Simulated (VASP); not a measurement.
# PrBe3Si (P6_3/mmc) in VASP: single point with PBE

Aim: the single point of PrBe3Si with PBE.

Program: VASP 6.6.1. These are calculated values, not measurements. Logs are shortened: lines on timing, memory, paths and dates and some standing lists are left out, and cuts for length are marked.

## 1. The cell of the first run

It takes space group P6_3/mmc (No. 194, hexagonal). The conventional cell has a = 3.873 Å, b = 3.873 Å, c = 16.566 Å, α = 90.00°, β = 90.00°, γ = 120.00°. Pr (site symmetry -3m) has 8 Be at 3.03 to 4.14 Å and 6 Pr at 3.87 Å within 4.2 Å. Within 2.8 Å of Be (site symmetry 3m) lie 1 Si at 2.09 Å. Within 3.1 Å of Be (site symmetry -6m2) lie 3 Si at 2.24 Å and 6 Be at 3.06 Å. Si (site symmetry -6m2) has 5 Be at 2.09 to 2.24 Å within 2.8 Å.

The cell was generated, and may not be a known phase.

## 2. Single point, PBE

The input, INCAR:

```
ALGO     = Normal         # electronic algorithm
EDIFF    = 1E-6           # SCF threshold, eV
ENCUT    = 600            # plane-wave cutoff, eV
GGA      = PE             # functional
GGA_COMPAT= F            
ISIF     = 2              # what is computed and relaxed
ISMEAR   = 0              # smearing method
LASPH    = T              # aspherical terms in the spheres
LCHARG   = F              # write CHGCAR
LMAXMIX  = 6              # l up to which the mixer works
LREAL    = F              # projectors in reciprocal space
LWAVE    = F              # write WAVECAR
NBANDS   = 32             # bands
NELM     = 200            # most SCF steps
PREC     = Accurate       # precision mode
SIGMA    = 0.2            # smearing width, eV
```

The input, KPOINTS:

```
k-points
0
Gamma
  5 5 2
```

The input, POSCAR:

```
PrBe3Si
1.0
    3.8728390215      0.0000000033      0.0000000000
   -1.9364195136      3.3539769758      0.0000000000
    0.0000000000      0.0000000000     16.5662237840
Pr Be Si
2 6 2
Direct
    0.0000000000      0.0000000000      0.5000000000
    0.0000000000      0.0000000000      0.0000000000
    0.6666666667      0.3333333333      0.6237073297
    0.0000000000      0.0000000000      0.7500000000
    0.6666666667      0.3333333333      0.8762926703
    0.0000000000      0.0000000000      0.2500000000
    0.3333333333      0.6666666667      0.3762926703
    0.3333333333      0.6666666667      0.1237073297
    0.6666666667      0.3333333333      0.7500000000
    0.3333333333      0.6666666667      0.2500000000
```

Potentials or basis: VASP PAW PBE potentials, release 64 (Pr_3, Be, Si), 4f in core.

Started as:

```console
cat potpaw_PBE.64/Pr_3/POTCAR potpaw_PBE.64/Be/POTCAR potpaw_PBE.64/Si/POTCAR > POTCAR
mpirun -np 1 vasp_std > vasp.out
```

OUTCAR:

```text
EDIFF = 1E-6
   ENCUT = 600
   GGA = PE
   ISIF = 2
   ISMEAR = 0
   LASPH = T
   LREAL = F
   NELM = 200
   PREC = Accurate

 ion  position               nearest neighbor table
   1  0.000  0.000  0.500-   3 3.03   7 3.03   3 3.03   7 3.03   3 3.03   7 3.03
   2  0.000  0.000  0.000-   5 3.03   8 3.03   5 3.03   8 3.03   5 3.03   8 3.03
   3  0.667  0.333  0.624-   9 2.09   1 3.03   1 3.03   1 3.03
   4  0.000  0.000  0.750-   9 2.24   9 2.24   9 2.24
   5  0.667  0.333  0.876-   9 2.09   2 3.03   2 3.03   2 3.03
   6  0.000  0.000  0.250-  10 2.24  10 2.24  10 2.24
   7  0.333  0.667  0.376-  10 2.09   1 3.03   1 3.03   1 3.03
   8  0.333  0.667  0.124-  10 2.09   2 3.03   2 3.03   2 3.03
   9  0.667  0.333  0.750-   3 2.09   5 2.09   4 2.24   4 2.24   4 2.24
  10  0.333  0.667  0.250-   7 2.09   8 2.09   6 2.24   6 2.24   6 2.24

  LATTYP: Found a hexagonal cell.
 ALAT       =     3.8728390215
 C/A-ratio  =     4.2775399886

  Lattice vectors:

 A1 = (   3.8728390215,   0.0000000033,   0.0000000000)
 A2 = (  -1.9364195136,   3.3539769758,   0.0000000000)
 A3 = (   0.0000000000,   0.0000000000,  16.5662237840)

Analysis of symmetry for initial positions (statically):
=====================================================================
 Subroutine PRICEL returns:
 Original cell was already a primitive cell.

 Routine SETGRP: Setting up the symmetry group for a
 hexagonal supercell.

 Subroutine GETGRP returns: Found 24 space group operations
 (whereof 12 operations were pure point group operations)
 out of a pool of 24 trial point group operations.

The static configuration has the point symmetry D_3d.
 The point group associated with its full space group is D_6h.

Analysis of symmetry for dynamics (positions and initial velocities):
=====================================================================
 Subroutine PRICEL returns:
 Original cell was already a primitive cell.

 Routine SETGRP: Setting up the symmetry group for a
 hexagonal supercell.

 Subroutine GETGRP returns: Found 24 space group operations
 (whereof 12 operations were pure point group operations)
 out of a pool of 24 trial point group operations.

The dynamic configuration has the point symmetry D_3d.
 The point group associated with its full space group is D_6h.

 Subroutine INISYM returns: Found 24 space group operations
 (whereof 12 operations are pure point group operations),
 and found     1 'primitive' translations
[... 96 lines left out ...]
   EDIFF  = 0.1E-05   stopping-criterion for ELM
   LREAL  =      F    real-space projection
[... 7 lines left out ...]
   TEBEG  =    0.0;   TEEND  =   0.0 temperature during run
   PSTRESS=    0.0 pullay stress
   NELECT =      42.0000    total number of electrons
   NUPDOWN=      -1.0000    fix difference up-down
   EMIN   =  10.00;   EMAX   =-10.00  energy-range for DOS
   EFERMI =   0.00;   METHOD = LEGACY
   ISMEAR =     0;   SIGMA  =   0.20  broadening in eV -4-tet -1-fermi 0-gaus
   EFERMI_NEDOS =   21; number of points for ismear=-14 and -15
   IALGO  =     38    algorithm
   IMIX   =      4    mixing-type and parameters
     AMIX     =   0.40;   BMIX     =  1.00
     AMIX_MAG =   1.60;   BMIX_MAG =  1.00
  volume/ion in A,a.u.               =      21.52       145.21
  Fermi-wavevector in a.u.,A,eV,Ry     =   0.949628  1.794537 12.269647  0.901794
  Thomas-Fermi vector in A             =   2.077929
   LORBIT       =      0    0 simple, 1 ext, 2 COOP (PROOUT), +10 PAW based schemes
   GGA     = PE    functional components
   LHFCALC =     F    Hartree Fock is set to
   AEXX    =    0.0000 exact exchange contribution
   IVDW    =     0    specifies the selected vdW correction
   LEPSILON=     F    determine dielectric tensor
   LRPA    =     F    only Hartree local field effects (RPA)
 non-spin polarized calculation
 Gauss-broadening in eV      SIGMA  =   0.20
  energy-cutoff  :      600.00
  volume of cell :      215.19
 maximum number of plane-waves:      7218
 NGX is ok and might be reduce to    32
   NGX = 15   NGY = 15   NGZ = 67

 number of electron      42.0000000 magnetization

 Free energy of the ion-electron system (eV)
  ---------------------------------------------------
  ext. energy  EPLUGINS =         0.00000000
  ---------------------------------------------------
  free energy    TOTEN  =       -34.97910279 eV

  energy without entropy =      -34.83943256  energy(sigma->0) =      -34.90926768

 E-fermi :   2.5969     XC(G=0):  -8.7773

 val. band max:        2.5864093941   @ k =   0.2000   0.2000   0.5000
 cond. band min:       2.5969912256   @ k =   0.2000   0.2000   0.0000
 fundamental gap:      0.0105818315
 Fermi energy:         2.5969065730

 k-point     1 :       0.0000    0.0000    0.0000
  band No.  band energies     occupation
      1     -33.7681      2.00000
      2     -33.7681      2.00000
      3     -15.8402      2.00000
      4     -15.8400      2.00000
      5     -15.3950      2.00000
      6     -15.3950      2.00000
[... 339 lines left out ...]
     31       6.6871      0.00000
     32       6.6871      0.00000

------------------------ aborting loop because EDIFF is reached ----------------------------------------

  FORCE on cell =-STRESS in cart. coord.  units (eV):
  Direction    XX          YY          ZZ          XY          YZ          ZX
  --------------------------------------------------------------------------------------
  -------------------------------------------------------------------------------------
  Total       -0.1796688     -0.1796688      0.9592246     -0.0000000      0.0000000      0.0000000
  in kB       -1.3377351     -1.3377351      7.1419668     -0.0000000      0.0000000      0.0000000
  external PRESSURE =       1.4888322 kB  Pullay stress =       0.0000000 kB

 VOLUME and BASIS-vectors are now :
 -----------------------------------------------------------------------------
  energy-cutoff  :      600.00
  volume of cell :      215.19
      direct lattice vectors                 reciprocal lattice vectors
     3.872839021  0.000000003  0.000000000     0.258208512  0.149076754  0.000000000
    -1.936419514  3.353976976  0.000000000    -0.000000000  0.298153508  0.000000000
     0.000000000  0.000000000 16.566223784     0.000000000  0.000000000  0.060363787

 POSITION                                       TOTAL-FORCE (eV/Angst)
 -----------------------------------------------------------------------------------
      0.00000      0.00000      8.28311        -0.000000      0.000000      0.000000
      0.00000      0.00000      0.00000        -0.000000      0.000000      0.000000
      1.93642      1.11799     10.33248         0.000000      0.000000     -0.014328
      0.00000      0.00000     12.42467        -0.000000      0.000000      0.000000
      1.93642      1.11799     14.51686         0.000000      0.000000      0.014328
      0.00000      0.00000      4.14156         0.000000     -0.000000      0.000000
     -0.00000      2.23598      6.23375        -0.000000     -0.000000      0.014328
     -0.00000      2.23598      2.04936        -0.000000     -0.000000     -0.014328
      1.93642      1.11799     12.42467         0.000000     -0.000000     -0.000000
     -0.00000      2.23598      4.14156        -0.000000      0.000000      0.000000
 -----------------------------------------------------------------------------------
    total drift:                                0.000000      0.000000     -0.000000

  FREE ENERGIE OF THE ION-ELECTRON SYSTEM (eV)
  ---------------------------------------------------
  free  energy   TOTEN  =       -34.9791027944 eV

  energy  without entropy=      -34.8394325559  energy(sigma->0) =      -34.90926768
```

Wall time 54 s (1 thread of Intel Xeon 6975P-C (Granite Rapids), shared host); peak memory 0.4 GiB.

Results:

* Free energy: -34.9791 eV
* Pressure: 0.1 GPa
* Largest force: 0.014 eV/Å
* Band gap on the k mesh: zero (bands 21 and 22 overlap by 1.27 eV)

Forces on the atoms (eV/Å):
```
Pr   0.000  0.000  0.000
Pr   0.000  0.000  0.000
Be   0.000  0.000 -0.014
Be   0.000  0.000  0.000
Be   0.000  0.000  0.014
Be   0.000  0.000  0.000
Be   0.000  0.000  0.014
Be   0.000  0.000 -0.014
Si   0.000  0.000  0.000
Si   0.000  0.000  0.000
```

Caveat: the k points lie up to 0.37 Å⁻¹ apart, too coarse for converged energies and pressures of a metal; spin-orbit coupling is left out, which moves the levels of the heavy elements; the 4f electrons are frozen in the core, so they carry no moment and show no levels.
